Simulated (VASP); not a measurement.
Wanted: the native input for a VASP 6.6.1 run.

```
Task                   : single point
Functional             : BLYP
Potentials or basis    : VASP PAW PBE potentials, release 64 (B)
Cutoff                 : 520 eV
k mesh                 : 13 × 13 × 13
Occupations            : fermi-dirac, width 0.1 eV
Spin                   : no spin polarisation
Dipole correction      : no
Further INCAR settings : ALGO = Normal; EDIFF = 1e-07; NBANDS = 10
```

The structure of B lies in POSCAR:

```
B
1.0
    0.0000000000      2.0441931237      2.0441931237
    2.0441931237      0.0000000000      2.0441931237
    2.0441931237      2.0441931237      0.0000000000
B
2
Direct
    0.1250000000      0.1250000000      0.1250000000
    0.8750000000      0.8750000000      0.8750000000
```

These files were run (other wordings do the same):

INCAR

```
SYSTEM = B
PREC = Accurate ; ENCUT = 520
EDIFF = 1E-7 ; ISMEAR = -1
SIGMA = 0.1 ; LREAL = .False.
LASPH = .True. ; NELM = 100
ALGO = Normal ; ISIF = 2
LWAVE = .False. ; LCHARG = .False.
GGA = B5 ; ALDAX = 1.0
AGGAX = 1.0 ; AGGAC = 1.0
ALDAC = 0.0 ; NBANDS = 10
```

KPOINTS

```
regular mesh
0
Gamma
  13 13 13
  0 0 0
```

Potentials or basis: VASP PAW PBE potentials, release 64 (B).

Command:

```sh
$ cat potpaw_PBE.64/B/POTCAR > POTCAR
$ mpirun -np 1 vasp_std > vasp.out
```

Results of the run:

```
Pressure               : 0.0 GPa
Band gap on the k mesh : zero (band 3 reaches 7.74 eV, above the bottom of band 4 at 1.54 eV)
```

Caveat: the PAW data sets were made with another functional, which shifts forces and pressure a little.

Run time: 18 s on 1 thread of Intel(R) Xeon(R) Platinum 8259CL CPU @ 2.50GHz (Skylake/Cascade Lake), with other jobs on the host, peak memory 0.13 GiB.
